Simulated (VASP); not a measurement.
Here is a VASP 6.6.1 calculation.

File INCAR:

```
PREC     = Accurate       # precision mode
ENCUT    = 600            # plane-wave cutoff, eV
EDIFF    = 1E-6           # SCF threshold, eV
ISMEAR   = 0              # smearing method
SIGMA    = 0.1            # smearing width, eV
LREAL    = False          # projectors in reciprocal space
LASPH    = True           # aspherical terms in the spheres
NELM     = 150            # most SCF steps
ALGO     = Normal         # electronic algorithm
ISIF     = 3              # what is computed and relaxed
LWAVE    = False          # write WAVECAR
LCHARG   = False          # write CHGCAR
ISPIN    = 2              # spin polarisation
MAGMOM   = 1.79 1.79 1.79 0 # initial moments
LORBIT   = 11             # projections on sites
LMAXMIX  = 4              # l up to which the mixer works
GGA      = PE             # functional
IBRION   = 2              # ionic algorithm
NSW      = 90             # ionic steps
EDIFFG   = -0.04          # ionic threshold
```

KPOINTS

```
Automatic mesh
0
Gamma
  6 6 6
```

The input POSCAR:

```
Mn3N
1.0
    3.4165539839      0.0000000000      0.0000000000
    0.0000000000      3.4165539839      0.0000000000
    0.0000000000      0.0000000000      3.4165539839
Mn N
3 1
Direct
    0.0000000000      0.5000000000      0.5000000000
    0.5000000000      0.0000000000      0.5000000000
    0.5000000000      0.5000000000      0.0000000000
    0.0000000000      0.0000000000      0.0000000000
```

Potentials or basis: VASP PAW PBE potentials, release 64 (Mn_pv, N).

Run with:

```bash
$ cat potpaw_PBE.64/Mn_pv/POTCAR potpaw_PBE.64/N/POTCAR > POTCAR
$ mpirun -np 1 vasp_std > vasp.out
```

Q: What does it give for the relaxed cell?

A: a = 3.428 Å, b = 3.428 Å, c = 3.428 Å, α = 90.00°, β = 90.00°, γ = 90.00°.

Q: Predict the site moments.

A: Mn +1.82; N -0.09 μB.

Q: Estimate the relaxed volume.

A: 10.07 Å³/atom.

The path:
| step | energy change (eV) | largest force (eV/Å) | pressure (GPa) | volume (Å³) |
| --- | --- | --- | --- | --- |
| 1 | 0.0000 | 0.0000 | 2.07 | 39.88 |
| 2 | -0.0005 | 0.0000 | -1.76 | 40.63 |
| 3 | -0.0025 | 0.0000 | 0.00 | 40.27 |

Caveat: only a ferromagnetic start was run, and an antiferromagnetic order may lie lower in energy.
